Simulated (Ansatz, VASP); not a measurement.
One calculation of TaN, two programs

File POSCAR:

```
TaN
1.0
    2.9399421800      0.0000000000      0.0000000000
   -1.4699710900      2.5460646100      0.0000000000
    0.0000000000      0.0000000000      2.8901750800
Ta N
1 1
Direct
    0.0000000000      0.0000000000      0.5000000000
    0.6666666700      0.3333333300      0.0000000000
```

File INCAR.step1:

```
PREC = Accurate
ENCUT = 520
ISMEAR = 0
SIGMA = 0.1
LREAL = F
LASPH = T
NELM = 100
NBANDS = 15
GGA = PE
ALGO = Normal
EDIFF = 1E-4
LWAVE = T
LCHARG = F
```

Contents of INCAR.step2:

```
PREC = Accurate
ENCUT = 520
EDIFF = 1E-6
ISMEAR = 0
SIGMA = 0.1
LREAL = F
LASPH = T
NELM = 100
ALGO = Normal
ISIF = 2
LWAVE = F
LCHARG = F
METAGGA = R2SCAN
LMIXTAU = T
NBANDS = 15
ISTART = 1
```

KPOINTS

```
regular mesh
0
Gamma
  9 9 6
```

Input for Ansatz:

```yaml
crystal:
  lattice:
    - [2.93994218, 0.0, 0.0]
    - [-1.46997109, 2.54606461, 0.0]
    - [0.0, 0.0, 2.89017508]
  atoms:
    - { symbol: Ta, position: [0.0, 0.0, 0.5] }
    - { symbol: "N", position: [0.66666667, 0.33333333, 0.0] }
basis:
  ecutwfc: 600.0
kpoints:
  mp_grid: { grid: [9, 9, 6] }
hamiltonian:
  xc: r2scan
  pseudopotentials: { kind: paw, azcp: { folder: soft_1 } }
scf:
  occupations: { method: gaussian, width: 0.1 }
output:
  forces: true
  stress: true
  eigenvalues: true
```

Alike in both runs: task single point; functional r2SCAN; k mesh 9 × 9 × 6; occupations gaussian, width 0.1 eV; no spin polarisation.

```csv
,VASP,Ansatz
version,VASP 6.6.1,Ansatz 0.2.0
potentials or method,"VASP PAW PBE potentials, release 64 (Ta_pv, N), cutoff 520 eV","scalar-relativistic, plane waves, PAW"
valence electrons in the cell,16,18
```

|  | VASP | Ansatz | Ansatz less VASP |
| --- | --- | --- | --- |
| gap on the k mesh at the Fermi level (eV) | none | none | - |
| pressure (GPa) | -0.1 | -1.6 | -1.55 |
| traceless stress, the component that is largest in VASP (GPa) | -0.64 | -0.80 | -0.153 |

VASP's potentials were made for PBE, not for r2SCAN. A gap of «none» marks a metal or a gap that the smearing closes. VASP's potentials hold 16 valence electrons a cell and Ansatz's 18, so a difference there can come from the potentials and not from the codes.

The k mesh is coarse, so the values compare programs but aren't converged. Spin-orbit coupling is off throughout.
